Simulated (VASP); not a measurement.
GaN, 2 atoms in the cell. The structure is cubic, space group F-43m (No. 216). The conventional cell has a = 4.507 Å, b = 4.507 Å, c = 4.507 Å, α = 90.00°, β = 90.00°, γ = 90.00°. Ga (site symmetry -43m) has 4 N at 1.95 Å within 2.6 Å. N (site symmetry -43m) has 4 Ga at 1.95 Å within 2.6 Å. 

| Item | Value |
| --- | --- |
| Program | VASP 6.6.1 |
| Task | vibrations by perturbation theory |
| Functional | PBEsol |
| Potentials or basis | VASP PAW PBE potentials, release 64 (Ga_d, N) |
| Cutoff | 520 eV |
| k mesh | 8 × 8 × 8 |
| Occupations | gaussian, width 0.01 eV |
| Spin | no spin polarisation |
| Dipole correction | no |
| Further INCAR settings | ALGO = Normal; EDIFF = 1e-08; NBANDS = 16; IBRION = 8; NSW = 1 |

Potentials or basis: VASP PAW PBE potentials, release 64 (Ga_d, N).

Run with:

```console
$ cat potpaw_PBE.64/Ga_d/POTCAR potpaw_PBE.64/N/POTCAR > POTCAR
$ mpirun -np 1 vasp_std > vasp.out
```

Hardware: 1 thread of Intel Xeon 8259CL, with other jobs on the host.

Problem. How long does it take, and how much memory?

Solution. It took 7.5 min on 1 thread of Intel Xeon 8259CL, on a shared host, peak memory 0.22 GiB. Counts: scf iterations 146, k points 29.
